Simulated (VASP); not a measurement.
Co: single point with PBE

Crystal: Co.

```xyz
1
Lattice="0.0000 1.8074 1.8074 1.8074 0.0000 1.8074 1.8074 1.8074 0.0000" Properties=species:S:1:pos:R:3 pbc="T T T"
Co    0.0000    0.0000    0.0000
```

```yaml
Program: VASP 6.6.1
Task: single point
Functional: PBE
Potentials_or_basis: VASP PAW PBE potentials, release 64 (Co)
Cutoff: 520 eV
k_mesh: 15 × 15 × 15
Occupations: fermi-dirac, width 0.1 eV
Spin: collinear spin, ferromagnetic start
Starting_moments: "[0.42] μB"
Fixed_moment: 0.42 μB
```

- Pressure: -23.7 GPa
- Net moment: 0.42 μB per cell
- Site moments: Co +0.43 μB
- Valence electrons inside the program's atomic spheres: Co 8.12

It took 35 s on 1 thread of AMD EPYC 7R43 64-Core Processor (Zen 3), on a shared host, peak memory 0.12 GiB.

Caveat: the total moment is fixed, so each spin has its own Fermi level.
